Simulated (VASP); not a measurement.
BAs:

```
CELL_PARAMETERS angstrom
0.00000 2.40432 2.40432
2.40432 0.00000 2.40432
2.40432 2.40432 0.00000
ATOMIC_POSITIONS crystal
As 0.75000 0.75000 0.75000
B 0.00000 0.00000 0.00000
```

Base run:

| Property | Result |
| --- | --- |
| Program | VASP 6.6.1 |
| Functional | RPBE |
| Potentials or basis | VASP PAW PBE potentials, release 64 (As, B) |
| Cutoff | 520 eV |
| k mesh | 10 × 10 × 10 |
| Occupations | fermi-dirac, width 0.05 eV |
| Spin | no spin polarisation |

Its results: band gap on the k mesh 1.23 eV, indirect (least direct gap 3.25 eV); pressure 3.2 GPa.

Question: After a change of settings the same cell gave: band gap on the k mesh 1.81 eV, indirect (least direct gap 4.07 eV); pressure -5.3 GPa. Which change was it?
A. functional from RPBE to revPBE; dispersion from none to D3(BJ)
B. functional from RPBE to PBEsol-based screened hybrid; k mesh from 10 × 10 × 10 to 5 × 5 × 5
C. dispersion from none to D4
D. functional from RPBE to PBEsol

Answer: B.

Caveats: some runs use coarse meshes; the PAW data sets were made with another functional, which shifts forces and pressure a little.
